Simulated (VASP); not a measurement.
Wanted: the native input for a VASP 6.6.1 run.

| Quantity | Value |
| --- | --- |
| Task | relaxation of cell and atoms |
| Functional | PBE |
| Potentials or basis | VASP PAW PBE potentials, release 64 (Sc_sv, Cu, C, N) |
| Cutoff | 600 eV |
| k mesh | 4 × 4 × 4 |
| Occupations | gaussian, width 0.02 eV |
| Spin | no spin polarisation |
| Dipole correction | no |
| Further INCAR settings | ALGO = Normal; EDIFF = 1e-06; IBRION = 2; EDIFFG = -0.01; NSW = 100; ISIF = 3 |

The structure of ScCuC4N4 lies in POSCAR:

```
ScCuC4N4
1.0
    5.9775425147      0.0000000000      0.0000000000
    0.0000000000      5.9775425147      0.0000000000
    0.0000000000      0.0000000000      5.9775425147
Sc Cu C N
1 1 4 4
Direct
    0.5000000000      0.5000000000      0.5000000000
    0.0000000000      0.0000000000      0.0000000000
    0.1853936450      0.1853936450      0.1853936450
    0.1853936450      0.8146063550      0.8146063550
    0.8146063550      0.1853936450      0.8146063550
    0.8146063550      0.8146063550      0.1853936450
    0.2992948486      0.2992948486      0.2992948486
    0.2992948486      0.7007051514      0.7007051514
    0.7007051514      0.2992948486      0.7007051514
    0.7007051514      0.7007051514      0.2992948486
```

The input as run:

INCAR

```
SYSTEM = ScCuC4N4
  ALGO = Normal
  EDIFF = 1E-6
  EDIFFG = -0.01
  ENCUT = 600
  GGA = PE
  IBRION = 2
  ISIF = 3
  ISMEAR = 0
  LASPH = .True.
  LCHARG = .False.
  LREAL = .False.
  LWAVE = .False.
  NELM = 60
  NSW = 100
  PREC = Accurate
  SIGMA = 0.02
```

KPOINTS

```
k-points
0
Gamma
  4 4 4
  0 0 0
```

Potentials or basis: VASP PAW PBE potentials, release 64 (Sc_sv, Cu, C, N).

The run is started by

```console
$ cat potpaw_PBE.64/Sc_sv/POTCAR potpaw_PBE.64/Cu/POTCAR potpaw_PBE.64/C/POTCAR potpaw_PBE.64/N/POTCAR > POTCAR
$ mpirun -np 1 vasp_std > vasp.out
```

It gave:

```json
{
 "Relaxed volume": "21.43 Å³/atom",
 "Relaxed cell": "a = 5.984 Å, b = 5.984 Å, c = 5.984 Å, α = 90.00°, β = 90.00°, γ = 90.00°",
 "Space group after relaxing (to 0.1 Å)": "P-43m (No. 215)",
 "Energy gained by relaxing": "0.2 meV/atom",
 "Ionic steps": "9",
 "Pressure after relaxing": "0.0 GPa",
 "Largest force after relaxing": "0.009 eV/Å",
 "Band gap on the k mesh": "2.63 eV (least direct gap 2.67 eV)"
}
```

Wall time 16 min on 1 thread of Intel Xeon 8259CL, with other jobs on the host, peak memory 0.41 GiB.
